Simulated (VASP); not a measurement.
# In2Sb (P6_3/mmc) in VASP: single point with PBEsol

Aim: the single point of In2Sb with PBEsol.

Program: VASP 6.6.1. These are calculated values, not measurements. Logs are shortened: lines on timing, memory, paths and dates and some standing lists are left out, and cuts for length are marked.

### Step 1. The cell of the first run

The structure is hexagonal, space group P6_3/mmc (No. 194). The conventional cell has a = 5.406 Å, b = 5.406 Å, c = 6.221 Å, α = 90.00°, β = 90.00°, γ = 120.00°. In (site symmetry -6m2) has 5 Sb at 3.11 to 3.12 Å and 6 In at 3.49 Å within 4.1 Å. Within 4.1 Å of In (site symmetry -3m) lie 8 In at 3.11 to 3.49 Å and 6 Sb at 3.49 Å. Within 4.1 Å of Sb (site symmetry -6m2) lie 11 In at 3.11 to 3.49 Å.

### Step 2. Single point, PBEsol

INCAR reads:

```
ALGO = Fast
EDIFF = 1E-6
ENCUT = 520
GGA = PS
ISIF = 2
ISMEAR = 0
LASPH = True
LCHARG = False
LREAL = False
LWAVE = False
NBANDS = 40
NELM = 60
PREC = Accurate
SIGMA = 0.15
```

KPOINTS reads:

```
k-points
0
Gamma
  12 12 8
```

POSCAR reads:

```
In2Sb
1.0
    5.4064018579      0.0000000000      0.0000000000
   -2.7032009289      4.6820813520      0.0000000000
    0.0000000000      0.0000000000      6.2212158090
In Sb
4 2
Direct
    0.6666666667      0.3333333333      0.2500000000
    0.3333333333      0.6666666667      0.7500000000
    0.0000000000      0.0000000000      0.5000000000
    0.0000000000      0.0000000000      0.0000000000
    0.6666666667      0.3333333333      0.7500000000
    0.3333333333      0.6666666667      0.2500000000
```

Potentials or basis: VASP PAW PBE potentials, release 64 (In_d, Sb).

On the command line:

```sh
> cat potpaw_PBE.64/In_d/POTCAR potpaw_PBE.64/Sb/POTCAR > POTCAR
> mpirun -np 1 vasp_std > vasp.out
```

OUTCAR:

```text
EDIFF = 1E-6
   ENCUT = 520
   GGA = PS
   ISIF = 2
   ISMEAR = 0
   LASPH = True
   LREAL = False
   NELM = 60
   PREC = Accurate

 ion  position               nearest neighbor table
   1  0.667  0.333  0.250-   5 3.11   5 3.11   6 3.12   6 3.12   6 3.12   3 3.49   4 3.49   3 3.49
                             4 3.49   3 3.49   4 3.49
   2  0.333  0.667  0.750-   6 3.11   6 3.11   5 3.12   5 3.12   5 3.12   3 3.49   4 3.49   4 3.49
                             3 3.49   4 3.49   3 3.49
   3  0.000  0.000  0.500-   4 3.11   4 3.11   1 3.49   5 3.49   6 3.49   2 3.49   2 3.49   6 3.49
                             1 3.49   5 3.49   1 3.49   5 3.49   2 3.49   6 3.49
   4  0.000  0.000  0.000-   3 3.11   3 3.11   1 3.49   5 3.49   6 3.49   2 3.49   2 3.49   6 3.49
                             1 3.49   5 3.49   1 3.49   5 3.49   2 3.49   6 3.49
   5  0.667  0.333  0.750-   1 3.11   1 3.11   2 3.12   2 3.12   2 3.12   3 3.49   4 3.49   3 3.49
                             4 3.49   3 3.49   4 3.49
   6  0.333  0.667  0.250-   2 3.11   2 3.11   1 3.12   1 3.12   1 3.12   3 3.49   4 3.49   4 3.49
                             3 3.49   4 3.49   3 3.49

  LATTYP: Found a hexagonal cell.
 ALAT       =     5.4064018579
 C/A-ratio  =     1.1507127980

  Lattice vectors:

 A1 = (   5.4064018579,   0.0000000000,   0.0000000000)
 A2 = (  -2.7032009289,   4.6820813520,   0.0000000000)
 A3 = (   0.0000000000,   0.0000000000,   6.2212158090)

Analysis of symmetry for initial positions (statically):
=====================================================================
 Subroutine PRICEL returns:
 Original cell was already a primitive cell.

 Routine SETGRP: Setting up the symmetry group for a
 hexagonal supercell.

 Subroutine GETGRP returns: Found 24 space group operations
 (whereof 12 operations were pure point group operations)
 out of a pool of 24 trial point group operations.

The static configuration has the point symmetry D_3d.
 The point group associated with its full space group is D_6h.

Analysis of symmetry for dynamics (positions and initial velocities):
=====================================================================
 Subroutine PRICEL returns:
 Original cell was already a primitive cell.

 Routine SETGRP: Setting up the symmetry group for a
 hexagonal supercell.

 Subroutine GETGRP returns: Found 24 space group operations
 (whereof 12 operations were pure point group operations)
 out of a pool of 24 trial point group operations.

The dynamic configuration has the point symmetry D_3d.
 The point group associated with its full space group is D_6h.

 Subroutine INISYM returns: Found 24 space group operations
 (whereof 12 operations are pure point group operations),
 and found     1 'primitive' translations

----------------------------------------------------------------------------------------

                                     Primitive cell

  volume of cell :     157.4790

  direct lattice vectors                    reciprocal lattice vectors
     5.406401858  0.000000000  0.000000000     0.184965903  0.106790114  0.000000000
    -2.703200929  4.682081352  0.000000000     0.000000000  0.213580227  0.000000000
     0.000000000  0.000000000  6.221215809     0.000000000  0.000000000  0.160740285

  length of vectors
     5.406401858  5.406401858  6.221215809     0.213580227  0.213580227  0.160740285

  position of ions in fractional coordinates (direct lattice)
     0.666666667  0.333333333  0.250000000
     0.333333333  0.666666667  0.750000000
     0.000000000  0.000000000  0.500000000
     0.000000000  0.000000000  0.000000000
     0.666666667  0.333333333  0.750000000
     0.333333333  0.666666667  0.250000000

  ion indices of the primitive-cell ions
   primitive index   ion index
                 1           1
                 2           2
                 3           3
                 4           4
                 5           5
                 6           6

----------------------------------------------------------------------------------------

 KPOINTS: k-points

Automatic generation of k-mesh.
 Grid dimensions read from file:
 generate k-points for:   12   12    8

 Generating k-lattice:

  Cartesian coordinates                     Fractional coordinates (reciprocal lattice)
     0.015413825  0.008899176  0.000000000     0.083333333 -0.000000000  0.000000000
     0.000000000  0.017798352  0.000000000     0.000000000  0.083333333  0.000000000
     0.000000000  0.000000000  0.020092536     0.000000000  0.000000000  0.125000000

  Length of vectors
     0.017798352  0.017798352  0.020092536

  Shift w.r.t. Gamma in fractional coordinates (k-lattice)
     0.000000000  0.000000000  0.000000000

 Subroutine IBZKPT returns following result:
 ===========================================

 Found     95 irreducible k-points:

 Following reciprocal coordinates:
            Coordinates               Weight
  0.000000  0.000000  0.000000      1.000000
  0.083333 -0.000000  0.000000      6.000000
  0.166667  0.000000  0.000000      6.000000
  0.250000 -0.000000  0.000000      6.000000
  0.333333  0.000000  0.000000      6.000000
  0.416667 -0.000000  0.000000      6.000000
[... 16 lines left out ...]
  0.250000 -0.000000  0.125000     12.000000
  0.333333  0.000000  0.125000     12.000000
 [... further k-points ...]
   k-points           NKPTS =     95   k-points in BZ     NKDIM =     95   number of bands    NBANDS=     40
   number of dos      NEDOS =    301   number of ions     NIONS =      6
   total plane-waves  NPLWV =  76800
   dimension x,y,z NGX =    40 NGY =   40 NGZ =   48
   dimension x,y,z NGXF=    80 NGYF=   80 NGZF=   96
   ions per type =               4   2
   NGX,Y,Z   is equivalent  to a cutoff of  12.30, 12.30, 12.83 a.u.
   NGXF,Y,Z  is equivalent  to a cutoff of  24.60, 24.60, 25.65 a.u.
 SYSTEM =  unknown system
   PREC   = accura    normal or accurate (medium, high low for compatibility)
   ISTART =      0    job   : 0-new  1-cont  2-samecut
   ICHARG =      2    charge: 1-file 2-atom 10-const
   ISPIN  =      1    spin polarized calculation?
   LNONCOLLINEAR =      F non collinear calculations
   LSORBIT =      F    spin-orbit coupling
   LASPH  =      T    aspherical Exc in radial PAW
   ENCUT  =  520.0 eV  38.22 Ry    6.18 a.u.  10.05 10.05 11.57*2*pi/ulx,y,z
   NELM   =     60;   NELMIN=  2; NELMDL= -5     # of ELM steps
   EDIFF  = 0.1E-05   stopping-criterion for ELM
   LREAL  =      F    real-space projection
   EDIFFG = 0.1E-04   stopping-criterion for IOM
   NSW    =      0    number of steps for IOM
   IBRION =     -1    ionic relax: 0-MD 1-quasi-New 2-CG
   NFREE  =      0    steps in history (QN), initial steepest desc. (CG)
   ISIF   =      2    stress and relaxation
   ISYM   =      2    0-nonsym 1-usesym 2-fastsym
   POTIM  = 0.5000    time-step for ionic-motion
   TEBEG  =    0.0;   TEEND  =   0.0 temperature during run
   PSTRESS=    0.0 pullay stress
   NELECT =      62.0000    total number of electrons
   NUPDOWN=      -1.0000    fix difference up-down
   EMIN   =  10.00;   EMAX   =-10.00  energy-range for DOS
   EFERMI =   0.00;   METHOD = LEGACY
   ISMEAR =     0;   SIGMA  =   0.15  broadening in eV -4-tet -1-fermi 0-gaus
   EFERMI_NEDOS =   21; number of points for ismear=-14 and -15
   IALGO  =     68    algorithm
   IMIX   =      4    mixing-type and parameters
     AMIX     =   0.40;   BMIX     =  1.00
     AMIX_MAG =   1.60;   BMIX_MAG =  1.00
  volume/ion in A,a.u.               =      26.25       177.12
  Fermi-wavevector in a.u.,A,eV,Ry     =   1.199862  2.267410 19.587876  1.439668
  Thomas-Fermi vector in A             =   2.335713
   LORBIT       =      0    0 simple, 1 ext, 2 COOP (PROOUT), +10 PAW based schemes
   GGA     = PS    functional components
   LHFCALC =     F    Hartree Fock is set to
   AEXX    =    0.0000 exact exchange contribution
   IVDW    =     0    specifies the selected vdW correction
   LEPSILON=     F    determine dielectric tensor
   LRPA    =     F    only Hartree local field effects (RPA)
 non-spin polarized calculation
 RMM-DIIS sequential band-by-band and
 Gauss-broadening in eV      SIGMA  =   0.15
  energy-cutoff  :      520.00
  volume of cell :      157.48
 maximum number of plane-waves:      4260
   NGX = 21   NGY = 21   NGZ = 23

 number of electron      61.9999988 magnetization

 Free energy of the ion-electron system (eV)
  ---------------------------------------------------
  ext. energy  EPLUGINS =         0.00000000
  ---------------------------------------------------
  free energy    TOTEN  =       -21.09599297 eV

  energy without entropy =      -21.06919854  energy(sigma->0) =      -21.08259576

 E-fermi :   7.6738     XC(G=0): -10.3899

 val. band max:        7.6456145914   @ k =   0.4167   0.0833   0.5000
 cond. band min:       7.6756061421   @ k =   0.3333   0.3333   0.2500
 fundamental gap:      0.0299915507
 Fermi energy:         7.6737695131

 k-point     1 :       0.0000    0.0000    0.0000
  band No.  band energies     occupation
      1      -7.0466      2.00000
      2      -6.9444      2.00000
      3      -6.9444      2.00000
      4      -6.8599      2.00000
      5      -6.8599      2.00000
      6      -6.8361      2.00000
[... 32 lines left out ...]
     39      10.3405      0.00000
     40      12.2222      0.00000

 k-point     2 :       0.0833   -0.0000    0.0000
  band No.  band energies     occupation
      1      -7.0461      2.00000
      2      -6.9470      2.00000
      3      -6.9420      2.00000
      4      -6.8573      2.00000
      5      -6.8551      2.00000
      6      -6.8294      2.00000
[... 32 lines left out ...]
     39      10.7299      0.00000
     40      12.3993      0.00000

 k-point     3 :       0.1667    0.0000    0.0000
  band No.  band energies     occupation
      1      -7.0448      2.00000
      2      -6.9516      2.00000
      3      -6.9357      2.00000
      4      -6.8498      2.00000
      5      -6.8409      2.00000
      6      -6.8221      2.00000
[... 32 lines left out ...]
     39      11.5831      0.00000
     40      12.8368      0.00000

 k-point     4 :       0.2500   -0.0000    0.0000
  band No.  band energies     occupation
      1      -7.0430      2.00000
      2      -6.9530      2.00000
      3      -6.9273      2.00000
      4      -6.8384      2.00000
      5      -6.8364      2.00000
      6      -6.8186      2.00000
[... 32 lines left out ...]
     39      12.4976      0.00000
     40      13.1540      0.00000
[... 772 lines left out ...]
     39      11.8020      0.00000
     40      12.2219      0.00000

 k-point    23 :       0.2500   -0.0000    0.1250
  band No.  band energies     occupation
      1      -7.0233      2.00000
      2      -6.9446      2.00000
      3      -6.9207      2.00000
      4      -6.8375      2.00000
      5      -6.8371      2.00000
      6      -6.8177      2.00000
[... 32 lines left out ...]
     39      12.2001      0.00000
     40      12.7480      0.00000

 k-point    24 :       0.3333    0.0000    0.1250
  band No.  band energies     occupation
      1      -7.0216      2.00000
      2      -6.9413      2.00000
      3      -6.9136      2.00000
      4      -6.8491      2.00000
      5      -6.8268      2.00000
      6      -6.8126      2.00000
[... 32 lines left out ...]
     39      12.2834      0.00000
     40      12.8299      0.00000

 [... further k-points ...]

------------------------ aborting loop because EDIFF is reached ----------------------------------------

  FORCE on cell =-STRESS in cart. coord.  units (eV):
  Direction    XX          YY          ZZ          XY          YZ          ZX
  --------------------------------------------------------------------------------------
  -------------------------------------------------------------------------------------
  Total       -0.6056680     -0.6056680      1.2421417     -0.0000000      0.0000000     -0.0000000
  in kB       -6.1620142     -6.1620142     12.6374426     -0.0000000      0.0000000     -0.0000000
  external PRESSURE =       0.1044714 kB  Pullay stress =       0.0000000 kB

 VOLUME and BASIS-vectors are now :
 -----------------------------------------------------------------------------
  energy-cutoff  :      520.00
  volume of cell :      157.48
      direct lattice vectors                 reciprocal lattice vectors
     5.406401858  0.000000000  0.000000000     0.184965903  0.106790114  0.000000000
    -2.703200929  4.682081352  0.000000000     0.000000000  0.213580227  0.000000000
     0.000000000  0.000000000  6.221215809     0.000000000  0.000000000  0.160740285

 POSITION                                       TOTAL-FORCE (eV/Angst)
 -----------------------------------------------------------------------------------
      2.70320      1.56069      1.55530         0.000000     -0.000000      0.000000
     -0.00000      3.12139      4.66591         0.000000      0.000000      0.000000
      0.00000      0.00000      3.11061         0.000000      0.000000      0.000000
      0.00000      0.00000      0.00000         0.000000      0.000000      0.000000
      2.70320      1.56069      4.66591        -0.000000      0.000000      0.000000
     -0.00000      3.12139      1.55530         0.000000     -0.000000      0.000000
 -----------------------------------------------------------------------------------
    total drift:                               -0.000000      0.000000     -0.000000

  FREE ENERGIE OF THE ION-ELECTRON SYSTEM (eV)
  ---------------------------------------------------
  free  energy   TOTEN  =       -21.0959929748 eV

  energy  without entropy=      -21.0691985395  energy(sigma->0) =      -21.08259576
```

Wall time 4.8 min (1 thread of Intel Xeon 6975P-C (Granite Rapids), shared host); peak memory 0.59 GiB.

Results:

- Free energy: -21.0960 eV
- Pressure: 0.0 GPa
- Band gap on the k mesh: zero (bands 31 and 32 overlap by 2.16 eV)

Caveat: the PAW data sets were made with another functional, which shifts forces and pressure a little; spin-orbit coupling is left out, which moves the levels of the heavy elements.
